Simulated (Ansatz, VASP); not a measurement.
**Two plane-wave programs on BN**

```
B N
1.0
     4.42268    0.00000    0.00000
     0.00000    4.42268    0.00000
     0.00000    0.00000    2.24330
B N
4 4
Direct
  0.17428 0.82572 0.50000
  0.32572 0.32572 0.00000
  0.67428 0.67428 0.00000
  0.82572 0.17428 0.50000
  0.81261 0.81261 0.50000
  0.31261 0.68739 0.00000
  0.68739 0.31261 0.00000
  0.18739 0.18739 0.50000
```

Alike in both runs: task single point; functional PBE; k mesh 6 × 6 × 10; occupations gaussian, width 0.05 eV; no spin polarisation.

```csv
,VASP,Ansatz
version,VASP 6.6.1,Ansatz 0.2.0
potentials or method,"VASP PAW PBE potentials, release 64 (B, N), cutoff 520 eV","scalar-relativistic, plane waves, PAW"
valence electrons in the cell,32,32
```

```tsv
	VASP	Ansatz	Ansatz less VASP
gap on the k mesh at the Fermi level (eV)	4.07	4.08	+0.017
least direct gap on the mesh (eV)	5.68	5.69	+0.009
rms of the force components (eV/Å)	0.879	0.863	-0.0165
```

Atom by atom the forces differ by 0.017 eV/Å (rms over components).
